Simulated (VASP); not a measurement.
Input of a VASP 6.6.1 run:

The input POSCAR:

```
LiH
1.0
   -0.0218802445      2.1451220099      2.1451220099
    2.1451220099     -0.0218802445      2.1451220099
    2.1232417654      2.1232417654      0.0000000000
Li H
1 1
Direct
   -0.0016352667     -0.0016352667      0.0016352667
    0.2516352667      0.2516352667      0.2483647333
```

The input INCAR.step1:

```
SYSTEM = LiH
ALGO = Normal
EDIFF = 1E-4
ENCUT = 520
GGA = PE
ISMEAR = 0
LASPH = .TRUE.
LCHARG = .FALSE.
LREAL = .FALSE.
LWAVE = .TRUE.
NBANDS = 9
NELM = 100
PREC = Accurate
SIGMA = 0.01
```

Contents of INCAR.step2:

```
SYSTEM = LiH
ALGO = Normal
EDIFF = 1E-6
ENCUT = 520
ISIF = 2
ISMEAR = 0
ISTART = 1
LASPH = .TRUE.
LCHARG = .FALSE.
LMIXTAU = .TRUE.
LREAL = .FALSE.
LWAVE = .FALSE.
METAGGA = R2SCAN
NBANDS = 9
NELM = 100
PREC = Accurate
SIGMA = 0.01
```

Contents of KPOINTS:

```
k-points
0
G
  10 10 10
  0 0 0
```

Potentials or basis: VASP PAW PBE potentials, release 64 (Li_sv, H).

The run is started by

```console
$ cat potpaw_PBE.64/Li_sv/POTCAR potpaw_PBE.64/H/POTCAR > POTCAR
$ cp INCAR.step1 INCAR
$ mpirun -np 1 vasp_std > vasp.out
$ cp INCAR.step2 INCAR
$ mpirun -np 1 vasp_std > vasp.out
```

(1) What does it give for the band gap on the k mesh?

(2) Predict the largest force.

Answers

(1) 4.78 eV, indirect (least direct gap 5.82 eV).

(2) 0.014 eV/Å.

Caveat: the cell differs from its parent crystal (shear xy strain -2.0%); the PAW data sets were made with another functional, which shifts forces and pressure a little.
